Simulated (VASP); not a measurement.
## AgCl (Chlorargyrite): single point with PBE

AgCl (Chlorargyrite):

```
Ag Cl
1.0
     0.00000    2.71664    2.71664
     2.71664    0.00000    2.71664
     2.71664    2.71664    0.00000
Ag Cl
1 1
Direct
  0.00000 0.00000 0.00000
  0.50000 0.50000 0.50000
```

```yaml
Program: VASP 6.6.1
Task: single point
Functional: PBE
Potentials_or_basis: VASP PAW PBE potentials, release 64 (Ag, Cl)
Cutoff: 500 eV
k_mesh: 6 × 6 × 6
Occupations: methfessel-paxton, width 0.01 eV
Spin: no spin polarisation
```

| Quantity | Value |
| --- | --- |
| Pressure | 5.1 GPa |
| Band gap on the k mesh | 0.90 eV, indirect (least direct gap 3.49 eV) |

Levels at points of the mesh, in eV from the valence-band top:
| k point | band 6 | band 7 | band 8 | band 9 | band 10 | band 11 | band 12 | band 13 |
| --- | --- | --- | --- | --- | --- | --- | --- | --- |
| (0.00, 0.00, 0.00) | -2.66 | -2.58 | -2.58 | -2.58 | 0.90 | 10.83 | 10.83 | 10.83 |
| (0.50, 0.00, 0.00) | -2.28 | -1.93 | 0.00 | 0.00 | 4.07 | 6.88 | 7.55 | 7.55 |
| (0.50, 0.50, 0.00) | -2.44 | -2.14 | -2.14 | -2.01 | 2.28 | 7.93 | 8.84 | 11.84 |

Wall time 7.5 s on 1 thread of Intel(R) Xeon(R) Platinum 8559C (Emerald Rapids), with other jobs on the host, peak memory 0.15 GiB.

A k mesh can miss the band edges.
